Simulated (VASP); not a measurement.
Runs of VASP 6.6.1 on SiC. The structure is that of space group F-43m (No. 216), or close to it. The cells are those of the table. 

```csv
cell,gap on the mesh (eV),pressure (GPa)
"a = 3.058, b = 3.058, c = 3.097 Å, angles 59.6, 59.6, 60.8°, 2 atoms",(b),5.5
"a = 3.213, b = 3.213, c = 3.174 Å, angles 60.4, 60.4, 59.2°, 2 atoms",1.33,(a)
"a = 3.020 Å, angles 60.0°, 2 atoms",1.30,18.6
"a = 3.136, b = 3.136, c = 3.174 Å, angles 59.6, 59.6, 60.8°, 2 atoms",1.17,-9.6
"a = 3.021, b = 3.021, c = 2.942 Å, angles 60.9, 60.9, 58.3°, 2 atoms",0.99,(c)
```

Alike in all rows: task single point; level PBE; potentials or basis VASP PAW PBE potentials, release 64 (Si, C); no spin polarisation; k mesh 10 × 10 × 10; cutoff (eV) 520; smearing gaussian 0.05 eV.

Question: Estimate the missing entries.

Answer: (a) -17.2; (b) 1.09; (c) 26.3.

A k mesh can miss the band edges.
